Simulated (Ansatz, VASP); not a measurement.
This is a calculation of TiAl3 for VASP 6.6.1.

Contents of INCAR:

```
PREC = Accurate ; ENCUT = 520
EDIFF = 1E-6 ; ISMEAR = -1
SIGMA = 0.05 ; LREAL = False
LASPH = True ; NELM = 80
ALGO = Fast ; ISIF = 2
LWAVE = False ; LCHARG = True
GGA = CA ; LELF = True
LVHAR = True ; NBANDS = 18
```

KPOINTS

```
Automatic mesh
0
Gamma
  10 10 10
```

POSCAR

```
TiAl3
1.0
   -1.9237634764      1.9237634764      4.3090184209
    1.9237634764     -1.9237634764      4.3090184209
    1.9237634764      1.9237634764     -4.3090184209
Ti Al
1 3
Direct
    0.0000000000      0.0000000000      0.0000000000
    0.2500000000      0.7500000000      0.5000000000
    0.7500000000      0.2500000000      0.5000000000
    0.5000000000      0.5000000000      0.0000000000
```

Potentials or basis: VASP PAW LDA potentials, release 64 (Ti_sv, Al).

Run with:

```bash
$ cat potpaw_LDA.64/Ti_sv/POTCAR potpaw_LDA.64/Al/POTCAR > POTCAR
$ mpirun -np 1 vasp_std > vasp.out
```

**Question.** Translate it to Ansatz 0.2.0. Potentials there: Ansatz PAW.

**Answer.** As run (the cutoff follows the program's own potentials):

input.yaml

```yaml
crystal:
  lattice:
    - [-1.9237634764, 1.9237634764, 4.3090184209]
    - [1.9237634764, -1.9237634764, 4.3090184209]
    - [1.9237634764, 1.9237634764, -4.3090184209]
  atoms:
    - { symbol: Ti, position: [0.0, 0.0, 0.0] }
    - { symbol: Al, position: [0.25, 0.75, 0.5] }
    - { symbol: Al, position: [0.75, 0.25, 0.5] }
    - { symbol: Al, position: [0.5, 0.5, 0.0] }
hamiltonian:
  xc: lda
  pseudopotentials: { kind: paw }
kpoints:
  mp_grid: { grid: [10, 10, 10] }
scf:
  occupations: { method: fermi_dirac, width: 0.05 }
output:
  forces: true
  stress: true
  eigenvalues: true
```

Potentials or basis: Ansatz PAW.

Command:

```console
$ ansatz run input.yaml --threads 1 --pin off --max-ram 3584MiB --backend cpu --events-out ev --progress --plain --runs-dir out
```

Both were run:

|  | VASP | Ansatz | Ansatz less VASP |
| --- | --- | --- | --- |
| gap on the k mesh at the Fermi level (eV) | none | none | - |
| pressure (GPa) | -5.3 | -5.4 | -0.11 |
| traceless stress, the component that is largest in VASP (GPa) | 0.33 | 0.33 | -0.001 |

LDA's correlation is that of Perdew and Zunger in VASP and of Perdew and Wang (1992) in Ansatz. A gap of «none» marks a metal or a gap that the smearing closes.
